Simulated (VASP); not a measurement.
Write the native input for VASP 6.6.1 that does the following.

```
Task                   : single point
Functional             : PBE
Potentials or basis    : VASP PAW PBE potentials, release 64 (P)
Cutoff                 : 520 eV
k mesh                 : 18 × 18 × 17
Occupations            : fermi-dirac, width 0.05 eV
Spin                   : no spin polarisation
Dipole correction      : no
Further INCAR settings : ALGO = Normal; EDIFF = 1e-07; NBANDS = 8
```

The structure of P lies in POSCAR:

```
P
1.0
    2.3122596913      0.0000000000      0.0000000000
   -1.1561298457      2.0024756328      0.0000000000
    0.0000000000      0.0000000000      2.1644698320
P
1
Direct
    0.0000000000      0.0000000000      0.0000000000
```

This cell differs from its parent crystal: volume scaled by 0.68.

These files were run (other wordings do the same):

INCAR

```
PREC     = Accurate       # precision mode
ENCUT    = 520            # plane-wave cutoff, eV
EDIFF    = 1E-7           # SCF threshold, eV
ISMEAR   = -1             # smearing method
SIGMA    = 0.05           # smearing width, eV
LREAL    = False          # projectors in reciprocal space
LASPH    = True           # aspherical terms in the spheres
NELM     = 80             # most SCF steps
ALGO     = Normal         # electronic algorithm
ISIF     = 2              # what is computed and relaxed
LWAVE    = False          # write WAVECAR
LCHARG   = False          # write CHGCAR
GGA      = PE             # functional
NBANDS   = 8              # bands
```

KPOINTS

```
regular mesh
0
Gamma
  18 18 17
```

Potentials or basis: VASP PAW PBE potentials, release 64 (P).

The run is started by

```sh
$ cat potpaw_PBE.64/P/POTCAR > POTCAR
$ mpirun -np 1 vasp_std > vasp.out
```

It gave:

```json
{"Pressure": "72.1 GPa"}
```

Wall time 10 s on 1 thread of Intel(R) Xeon(R) Platinum 8559C (Emerald Rapids) (shared host), peak memory 0.12 GiB.
